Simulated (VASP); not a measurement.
Crystal: Sb.

```xyz
2
Lattice="3.1377 0.0000 0.0195 0.0000 3.1377 0.0000 -0.0391 0.0000 6.2817" Properties=species:S:1:pos:R:3 pbc="T T T"
Sb    1.5603    0.0000    1.5802
Sb    1.5383    0.0000    4.7211
```

* Program: VASP 6.6.1
* Task: relaxation of cell and atoms
* Functional: PBE
* Potentials or basis: VASP PAW PBE potentials, release 64 (Sb)
* Cutoff: 500 eV
* k mesh: 14 × 14 × 8
* Occupations: gaussian, width 0.1 eV
* Spin: no spin polarisation

At the start: pressure -1.5 GPa; volume 30.92 Å³/atom.

Q: Where does the relaxation end?

A: Over 3 steps the energy falls by 4.2 meV/atom and the volume is 30.05 Å³/atom (-2.8 %); space group Pm-3m (No. 221, to 0.05 Å).

Step by step:
```csv
step,energy change (eV),largest force (eV/Å),pressure (GPa),volume (Å³)
1,0.0000,0.0007,-1.49,61.85
2,-0.0066,0.0006,0.76,59.30
3,-0.0084,0.0006,0.01,60.09
```

Final structure:
```
CELL_PARAMETERS angstrom
3.10809 0.00000 0.01934
0.00000 3.10814 0.00000
-0.03872 0.00000 6.22027
ATOMIC_POSITIONS crystal
Sb 0.50038 0.00000 0.24999
Sb 0.49962 0.00000 0.75001
```
